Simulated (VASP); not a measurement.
Wanted: the native input for a VASP 6.6.1 run.

```yaml
Task: single point
Functional: LDA
Potentials_or_basis: VASP PAW LDA potentials, release 64 (C)
Cutoff: 600 eV
k_mesh: 12 × 12 × 3
Occupations: gaussian, width 0.05 eV
Spin: no spin polarisation
Dipole_correction: no
Further_INCAR_settings: ALGO = Normal; EDIFF = 1e-06; NBANDS = 11
```

The structure of C lies in POSCAR:

```
C
1.0
    2.4561701622      0.0000000000      0.0000000000
   -1.2280850811      2.1271057565      0.0000000000
    0.0000000000      0.0000000000      8.5238033600
C
2
Direct
    0.6666666667      0.3333333333      0.0000000000
    0.3333333333      0.6666666667      0.0000000000
```

These files were run (other wordings do the same):

INCAR

```
PREC = Accurate ; ENCUT = 600
EDIFF = 1E-6 ; ISMEAR = 0
SIGMA = 0.05 ; LREAL = False
LASPH = True ; NELM = 120
ALGO = Normal ; ISIF = 2
LWAVE = False ; LCHARG = True
GGA = CA ; LELF = True
LVHAR = True ; NBANDS = 11
GGA_COMPAT = False
```

KPOINTS

```
Automatic mesh
0
Gamma
  12 12 3
```

Potentials or basis: VASP PAW LDA potentials, release 64 (C).

Run with:

```sh
$ cat potpaw_LDA.64/C/POTCAR > POTCAR
$ mpirun -np 1 vasp_std > vasp.out
```

It gave:

The band gap on the k mesh is zero (filled and empty bands touch).

Wall time 14 s on 1 thread of Intel(R) Xeon(R) Platinum 8375C CPU @ 2.90GHz (Ice Lake) (shared host), peak memory 0.14 GiB.
